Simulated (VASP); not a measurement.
Input of a VASP 6.6.1 run:

File INCAR:

```
SYSTEM = Ti
PREC = Accurate
ENCUT = 520
EDIFF = 1E-6
ISMEAR = 0
SIGMA = 0.15
LREAL = .False.
LASPH = .True.
NELM = 100
ALGO = Fast
ISIF = 2
LWAVE = .False.
LCHARG = .True.
GGA = CA
LELF = .True.
LVHAR = .True.
NBANDS = 12
```

KPOINTS

```
regular mesh
0
Gamma
  22 22 22
  0 0 0
```

File POSCAR:

```
Ti
1.0
    0.0000000000      1.8683395806      2.0183672489
    1.8683395806      0.0000000000      2.0183672489
    1.8683395806      1.8683395806      0.0000000000
Ti
1
Direct
    0.0000000000      0.0000000000      0.0000000000
```

Potentials or basis: VASP PAW LDA potentials, release 64 (Ti_sv).

Run with:

```console
$ cat potpaw_LDA.64/Ti_sv/POTCAR > POTCAR
$ mpirun -np 1 vasp_std > vasp.out
```

Question: Estimate the pressure.

Answer: 18.8 GPa.

Question: What does it give for the band gap on the k mesh?

Answer: Zero (bands 6 and 7 overlap by 1.35 eV).

Stress tensor (GPa, compression positive):
```
19.36  0.00  0.00
 0.00 19.36  0.00
 0.00  0.00 17.68
```

Caveat: the cell stands under pressure.
